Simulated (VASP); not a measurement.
## Co: single point with r2SCAN

Crystal: Co.

```
Co
1.0
     2.47152    0.00000    0.00000
    -1.23576    2.14040    0.00000
     0.00000    0.00000    4.02711
Co
2
Direct
  0.33333 0.66667 0.25000
  0.66667 0.33333 0.75000
```

- Program: VASP 6.6.1
- Task: single point
- Functional: r2SCAN
- Potentials or basis: VASP PAW PBE potentials, release 64 (Co)
- Cutoff: 520 eV
- k mesh: 4 × 4 × 2
- Occupations: fermi-dirac, width 0.05 eV
- Spin: collinear spin, ferromagnetic start
- Starting moments: [1.891, 1.891] μB

* Pressure: -1.6 GPa
* Net moment: 3.37 μB per cell
* Site moments: Co +1.74 μB
* Valence electrons inside the program's atomic spheres: Co 8.34

Stress tensor (GPa, compression positive):
```
-2.18  0.00  0.00
 0.00 -2.18  0.00
 0.00  0.00 -0.45
```

Levels at points of the mesh, in eV from the Fermi level:
Spin up:
| k point | band 7 | band 8 | band 9 | band 10 | band 11 | band 12 | band 13 | band 14 |
| --- | --- | --- | --- | --- | --- | --- | --- | --- |
| (0.00, 0.00, 0.00) | -2.96 | -2.49 | -2.49 | -1.38 | -1.38 | -0.40 | 6.23 | 22.86 |
| (0.50, 0.00, 0.00) | -2.90 | -1.31 | -1.16 | -1.16 | 0.96 | 3.18 | 9.87 | 10.64 |
| (0.00, 0.00, 0.50) | -3.32 | -3.32 | -1.72 | -1.72 | -1.72 | -1.72 | 15.27 | 15.27 |
| (0.50, 0.00, 0.50) | -1.68 | -1.68 | -1.22 | -1.22 | 1.44 | 1.44 | 7.35 | 7.35 |
Spin down:
```
           k point  band 4  band 5  band 6  band 7  band 8  band 9  band 10  band 11
(0.00, 0.00, 0.00)   -0.89   -0.80   -0.72   -0.50   -0.50   -0.10    -0.10     1.18
(0.50, 0.00, 0.00)   -2.22   -1.19   -1.13   -0.43    1.44    1.45     1.62     2.85
(0.00, 0.00, 0.50)   -1.43   -0.96   -0.96   -0.96   -0.96    0.83     0.83     0.83
(0.50, 0.00, 0.50)   -2.55   -0.01   -0.01    0.17    0.17    1.55     1.55     2.28
```

Run time: 34 s on 1 thread of Intel(R) Xeon(R) Platinum 8559C (Emerald Rapids), on a shared host, peak memory 0.13 GiB.

Caveat: the k points lie up to 0.78 Å⁻¹ apart; the PAW data sets were made with another functional, which shifts forces and pressure a little.
